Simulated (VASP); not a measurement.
Input of a VASP 6.6.1 run:

INCAR

```
SYSTEM = HoZnO2
PREC     = Accurate       ! precision mode
ENCUT    = 600            ! plane-wave cutoff, eV
EDIFF    = 1E-6           ! SCF threshold, eV
ISMEAR   = 0              ! smearing method
SIGMA    = 0.1            ! smearing width, eV
LREAL    = .FALSE.        ! projectors in reciprocal space
LASPH    = .TRUE.         ! aspherical terms in the spheres
NELM     = 200            ! most SCF steps
ALGO     = Normal         ! electronic algorithm
ISIF     = 2              ! what is computed and relaxed
LWAVE    = .FALSE.        ! write WAVECAR
LCHARG   = .FALSE.        ! write CHGCAR
GGA      = PE             ! functional
NBANDS   = 24             ! bands
GGA_COMPAT= .FALSE.      
LMAXMIX  = 6              ! l up to which the mixer works
```

KPOINTS

```
Automatic mesh
0
G
  6 6 2
  0 0 0
```

File POSCAR:

```
HoZnO2
1.0
    3.0681397400      0.0000000000      0.0000000000
   -1.5340698700      2.6570869600      0.0000000000
    0.0000000000      0.0000000000      7.6773778100
Ho Zn O
1 1 2
Direct
    0.0000000000      0.0000000000      0.5000000000
    0.0000000000      0.0000000000      0.0000000000
    0.0000000000      0.0000000000      0.2124681400
    0.0000000000      0.0000000000      0.7875318600
```

Potentials or basis: VASP PAW PBE potentials, release 64 (Ho_3, Zn, O), 4f in core.

Command:

```sh
$ cat potpaw_PBE.64/Ho_3/POTCAR potpaw_PBE.64/Zn/POTCAR potpaw_PBE.64/O/POTCAR > POTCAR
$ mpirun -np 1 vasp_std > vasp.out
```

Q: Predict the band gap on the k mesh.

A: Zero (an odd number of electrons rules out a gap without spin polarisation).

Q: Estimate the largest force.

A: 5.659 eV/Å.

Q: Predict the pressure.

A: 15.4 GPa.

Stress tensor (GPa, compression positive):
```
18.89  0.00  0.00
 0.00 18.89  0.00
 0.00  0.00  8.31
```

Caveat: the k points lie up to 0.41 Å⁻¹ apart, too coarse for converged energies and pressures of a metal; spin-orbit coupling is left out, which moves the levels of the heavy elements; the 4f electrons are frozen in the core, so they carry no moment and show no levels; an odd number of electrons without spin polarisation forces a metal; a magnetic or distorted state may lie lower; the run has no spin polarisation, though such a crystal can be magnetic. Spin polarisation is off, so any magnetic state and its effect on volume and gap are missing.
